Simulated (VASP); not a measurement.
# HfB2 (P6/mmm) in VASP: electric field gradients with PBE

Aim: the electric field gradients of HfB2 with PBE.

Program: VASP 6.6.1. These are calculated values, not measurements. Logs are shortened: lines on timing, memory, paths and dates and some standing lists are left out, and cuts for length are marked.

## (1) The cell of the first run

Symmetry: P6/mmm, No. 191, hexagonal system. Conventional cell: a = 3.140 Å, b = 3.140 Å, c = 3.480 Å, α = 90.00°, β = 90.00°, γ = 120.00°. Hf (site symmetry 6/mmm) has 12 B at 2.51 Å and 6 Hf at 3.14 Å within 3.3 Å. Within 2.4 Å of B (site symmetry -6m2) lie 3 B at 1.81 Å.

## (2) Electric field gradients, PBE

File INCAR:

```
SYSTEM = HfB2
ALGO     = Normal         ! electronic algorithm
EDIFF    = 1E-8           ! SCF threshold, eV
ENCUT    = 520            ! plane-wave cutoff, eV
GGA      = PE             ! functional
ISIF     = 2              ! what is computed and relaxed
ISMEAR   = -1             ! smearing method
LASPH    = .True.         ! aspherical terms in the spheres
LCHARG   = .False.        ! write CHGCAR
LEFG     = .True.       
LREAL    = .False.        ! projectors in reciprocal space
LWAVE    = .False.        ! write WAVECAR
NBANDS   = 15             ! bands
NELM     = 80             ! most SCF steps
PREC     = Accurate       ! precision mode
SIGMA    = 0.05           ! smearing width, eV
```

File KPOINTS:

```
k-points
0
Gamma
  10 10 8
  0 0 0
```

File POSCAR:

```
HfB2
1.0
    3.1400000000      0.0000000000      0.0000000000
   -1.5700000000      2.7193197679      0.0000000000
    0.0000000000      0.0000000000      3.4800000000
Hf B
1 2
Direct
    0.0000000000      0.0000000000      0.0000000000
    0.3333333333      0.6666666667      0.5000000000
    0.6666666667      0.3333333333      0.5000000000
```

Potentials or basis: VASP PAW PBE potentials, release 64 (Hf_pv, B).

On the command line:

```sh
$ cat potpaw_PBE.64/Hf_pv/POTCAR potpaw_PBE.64/B/POTCAR > POTCAR
$ mpirun -np 1 vasp_std > vasp.out
```

OUTCAR:

```text
SYSTEM = HfB2
   EDIFF = 1E-8
   ENCUT = 520
   GGA = PE
   ISIF = 2
   ISMEAR = -1
   LASPH = .True.
   LREAL = .False.
   NELM = 80
   PREC = Accurate

 ion  position               nearest neighbor table
   1  0.000  0.000  0.000-   2 2.51   3 2.51   2 2.51   3 2.51   3 2.51   3 2.51   2 2.51   2 2.51
                             3 2.51   3 2.51   2 2.51   2 2.51
   2  0.333  0.667  0.500-   3 1.81   3 1.81   3 1.81   1 2.51   1 2.51   1 2.51   1 2.51   1 2.51
                             1 2.51
   3  0.667  0.333  0.500-   2 1.81   2 1.81   2 1.81   1 2.51   1 2.51   1 2.51   1 2.51   1 2.51
                             1 2.51

  LATTYP: Found a hexagonal cell.
 ALAT       =     3.1400000000
 C/A-ratio  =     1.1082802548

  Lattice vectors:

 A1 = (   3.1400000000,   0.0000000000,   0.0000000000)
 A2 = (  -1.5700000000,   2.7193197679,   0.0000000000)
 A3 = (   0.0000000000,   0.0000000000,   3.4800000000)

Analysis of symmetry for initial positions (statically):
=====================================================================
 Subroutine PRICEL returns:
 Original cell was already a primitive cell.

 Routine SETGRP: Setting up the symmetry group for a
 hexagonal supercell.

 Subroutine GETGRP returns: Found 24 space group operations
 (whereof 24 operations were pure point group operations)
 out of a pool of 24 trial point group operations.

The static configuration has the point symmetry D_6h.

Analysis of symmetry for dynamics (positions and initial velocities):
=====================================================================
 Subroutine PRICEL returns:
 Original cell was already a primitive cell.

 Routine SETGRP: Setting up the symmetry group for a
 hexagonal supercell.

 Subroutine GETGRP returns: Found 24 space group operations
 (whereof 24 operations were pure point group operations)
 out of a pool of 24 trial point group operations.

The dynamic configuration has the point symmetry D_6h.

 Subroutine INISYM returns: Found 24 space group operations
 (whereof 24 operations are pure point group operations),
 and found     1 'primitive' translations

----------------------------------------------------------------------------------------

                                     Primitive cell

  volume of cell :      29.7146

  direct lattice vectors                    reciprocal lattice vectors
     3.140000000  0.000000000  0.000000000     0.318471338  0.183869512  0.000000000
    -1.570000000  2.719319768  0.000000000     0.000000000  0.367739025  0.000000000
     0.000000000  0.000000000  3.480000000     0.000000000  0.000000000  0.287356322

  length of vectors
     3.140000000  3.140000000  3.480000000     0.367739025  0.367739025  0.287356322

  position of ions in fractional coordinates (direct lattice)
     0.000000000  0.000000000  0.000000000
     0.333333333  0.666666667  0.500000000
     0.666666667  0.333333333  0.500000000

  ion indices of the primitive-cell ions
   primitive index   ion index
                 1           1
                 2           2
                 3           3

----------------------------------------------------------------------------------------

 KPOINTS: k-points

Automatic generation of k-mesh.
 Grid dimensions read from file:
 generate k-points for:   10   10    8

 Generating k-lattice:

  Cartesian coordinates                     Fractional coordinates (reciprocal lattice)
     0.031847134  0.018386951  0.000000000     0.100000000  0.000000000  0.000000000
[... 42 lines left out ...]
   number of dos      NEDOS =    301   number of ions     NIONS =      3
   total plane-waves  NPLWV =  16128
   dimension x,y,z NGX =    24 NGY =   24 NGZ =   28
   dimension x,y,z NGXF=    48 NGYF=   48 NGZF=   56
   ions per type =               1   2
   NGX,Y,Z   is equivalent  to a cutoff of  12.71, 12.71, 13.38 a.u.
   NGXF,Y,Z  is equivalent  to a cutoff of  25.41, 25.41, 26.75 a.u.
 SYSTEM =  HfB2
   PREC   = accura    normal or accurate (medium, high low for compatibility)
   ISTART =      0    job   : 0-new  1-cont  2-samecut
   ICHARG =      2    charge: 1-file 2-atom 10-const
   ISPIN  =      1    spin polarized calculation?
   LNONCOLLINEAR =      F non collinear calculations
   LSORBIT =      F    spin-orbit coupling
   LASPH  =      T    aspherical Exc in radial PAW
   ENCUT  =  520.0 eV  38.22 Ry    6.18 a.u.   5.84  5.84  6.47*2*pi/ulx,y,z
   NELM   =     80;   NELMIN=  2; NELMDL= -5     # of ELM steps
   EDIFF  = 0.1E-07   stopping-criterion for ELM
   LREAL  =      F    real-space projection
   EDIFFG = 0.1E-06   stopping-criterion for IOM
   NSW    =      0    number of steps for IOM
   IBRION =     -1    ionic relax: 0-MD 1-quasi-New 2-CG
   NFREE  =      0    steps in history (QN), initial steepest desc. (CG)
   ISIF   =      2    stress and relaxation
   ISYM   =      2    0-nonsym 1-usesym 2-fastsym
   POTIM  = 0.5000    time-step for ionic-motion
   TEBEG  =    0.0;   TEEND  =   0.0 temperature during run
   PSTRESS=    0.0 pullay stress
   NELECT =      16.0000    total number of electrons
   NUPDOWN=      -1.0000    fix difference up-down
   EMIN   =  10.00;   EMAX   =-10.00  energy-range for DOS
   EFERMI =   0.00;   METHOD = LEGACY
   ISMEAR =    -1;   SIGMA  =   0.05  broadening in eV -4-tet -1-fermi 0-gaus
   EFERMI_NEDOS =   21; number of points for ismear=-14 and -15
   IALGO  =     38    algorithm
   IMIX   =      4    mixing-type and parameters
     AMIX     =   0.40;   BMIX     =  1.00
     AMIX_MAG =   1.60;   BMIX_MAG =  1.00
  volume/ion in A,a.u.               =       9.90        66.84
  Fermi-wavevector in a.u.,A,eV,Ry     =   1.331860  2.516850 24.134693  1.773850
  Thomas-Fermi vector in A             =   2.460838
   LORBIT       =      0    0 simple, 1 ext, 2 COOP (PROOUT), +10 PAW based schemes
   GGA     = PE    functional components
   LHFCALC =     F    Hartree Fock is set to
   AEXX    =    0.0000 exact exchange contribution
   IVDW    =     0    specifies the selected vdW correction
   LEPSILON=     F    determine dielectric tensor
   LRPA    =     F    only Hartree local field effects (RPA)
 non-spin polarized calculation
  energy-cutoff  :      520.00
  volume of cell :       29.71
 maximum number of plane-waves:       816
 NGX is ok and might be reduce to    24
   NGX = 11   NGY = 11   NGZ = 13

 number of electron      15.9999998 magnetization

 Free energy of the ion-electron system (eV)
  ---------------------------------------------------
  ext. energy  EPLUGINS =         0.00000000
  ---------------------------------------------------
  free energy    TOTEN  =       -26.39941688 eV

  energy without entropy =      -26.39682667  energy(sigma->0) =      -26.39812177

 E-fermi :   7.5665     XC(G=0): -12.5969

 val. band max:        7.5038592552   @ k =   0.2000   0.2000   0.1250
 cond. band min:       7.8044256264   @ k =   0.1000   0.1000   0.2500
 fundamental gap:      0.3005663712
 Fermi energy:         7.5664817119

 k-point     1 :       0.0000    0.0000    0.0000
  band No.  band energies     occupation
      1     -22.9620      2.00000
      2     -22.4720      2.00000
      3     -22.4720      2.00000
      4      -6.0815      2.00000
      5       4.6656      2.00000
      6       4.7734      2.00000
      7       4.7734      2.00000
      8       4.8889      2.00000
      9      11.6964      0.00000
     10      11.6964      0.00000
     11      12.3289      0.00000
     12      12.3289      0.00000
     13      12.6627      0.00000
     14      12.6662      0.00000
[... 401 lines left out ...]
      2     -22.8638      2.00000
      3     -22.6866      2.00000
      4      -2.2878      2.00000
      5      -0.9208      2.00000
      6       3.0243      2.00000
      7       3.9063      2.00000
      8       5.4502      2.00000
      9       8.8208      0.00000
     10      11.8019      0.00000
     11      11.8787      0.00000
     12      13.9459      0.00000
     13      15.1699      0.00000
     14      16.1059      0.00000
     15      18.4913      0.00000

 [... further k-points ...]
[... 5 lines left out ...]
  --------------------------------------------------------------------------------------
  -------------------------------------------------------------------------------------
  Total        0.1393677      0.1393677      0.2811632      0.0000000      0.0000000      0.0000000
  in kB        7.5145608      7.5145608     15.1600250      0.0000000      0.0000000      0.0000000
  external PRESSURE =      10.0630489 kB  Pullay stress =       0.0000000 kB

 VOLUME and BASIS-vectors are now :
 -----------------------------------------------------------------------------
  energy-cutoff  :      520.00
  volume of cell :       29.71
      direct lattice vectors                 reciprocal lattice vectors
     3.140000000  0.000000000  0.000000000     0.318471338  0.183869512  0.000000000
    -1.570000000  2.719319768  0.000000000     0.000000000  0.367739025  0.000000000
     0.000000000  0.000000000  3.480000000     0.000000000  0.000000000  0.287356322

 POSITION                                       TOTAL-FORCE (eV/Angst)
 -----------------------------------------------------------------------------------
      0.00000      0.00000      0.00000        -0.000000      0.000000     -0.000000
     -0.00000      1.81288      1.74000        -0.000000     -0.000000      0.000000
      1.57000      0.90644      1.74000         0.000000      0.000000     -0.000000
 -----------------------------------------------------------------------------------
    total drift:                               -0.000000      0.000000      0.000000

  FREE ENERGIE OF THE ION-ELECTRON SYSTEM (eV)
  ---------------------------------------------------
  free  energy   TOTEN  =       -26.3994168763 eV

  energy  without entropy=      -26.3968266719  energy(sigma->0) =      -26.39812177

 Electric field gradients (V/A^2)
---------------------------------------------------------------------
 ion       V_xx      V_yy      V_zz      V_xy      V_xz      V_yz
---------------------------------------------------------------------
   1     -37.808   -37.808    75.616    -0.000    -0.000    -0.000
   2      -0.898    -0.898     1.796    -0.000     0.000    -0.000
   3      -0.898    -0.898     1.796    -0.000     0.000     0.000
---------------------------------------------------------------------

 Electric field gradients after diagonalization (V/A^2)
 (convention: |V_zz| > |V_xx| > |V_yy|)
----------------------------------------------------------------------
 ion       V_xx      V_yy      V_zz     asymmetry (V_yy - V_xx)/ V_zz
----------------------------------------------------------------------
   1     -37.808   -37.808    75.616       0.000
   2      -0.898    -0.898     1.796       0.000
   3      -0.898    -0.898     1.796       0.000
----------------------------------------------------------------------

           NMR quadrupolar parameters

 Cq : quadrupolar parameter    Cq=e*Q*V_zz/h
 eta: asymmetry parameters     (V_yy - V_xx)/ V_zz
 Q  : nuclear electric quadrupole moment in mb (millibarn)
----------------------------------------------------------------------
 ion       Cq(MHz)       eta       Q (mb)
----------------------------------------------------------------------
   1       0.183       0.000       1.000
   2       0.004       0.000       1.000
   3       0.004       0.000       1.000
----------------------------------------------------------------------
```

Wall time 24 s (1 thread of AMD EPYC 7R13 (Zen 3), shared host); peak memory 0.13 GiB.

What came out:

```yaml
Free_energy: -26.3994 eV
Pressure: 1.0 GPa
Band_gap_on_the_k_mesh: zero (bands 8 and 9 overlap by 0.83 eV)
Largest_electric_field_gradient_by_atom: Hf +75.6; B +1.8 V/Å²
```

Stress tensor (GPa, compression positive):
```
0.75 0.00 0.00
0.00 0.75 0.00
0.00 0.00 1.52
```

Electric field gradients, principal values (V/Å²):
| atom | least | middle | greatest (by size) |
| --- | --- | --- | --- |
| 1 Hf | -37.808 | -37.808 | 75.616 |
| 2 B | -0.898 | -0.898 | 1.796 |
| 3 B | -0.898 | -0.898 | 1.796 |

Caveat: without QUAD_EFG the Cq values of the log hold for a quadrupole moment of 1 mb, not for the nuclei; spin-orbit coupling is left out, which moves the levels of the heavy elements.
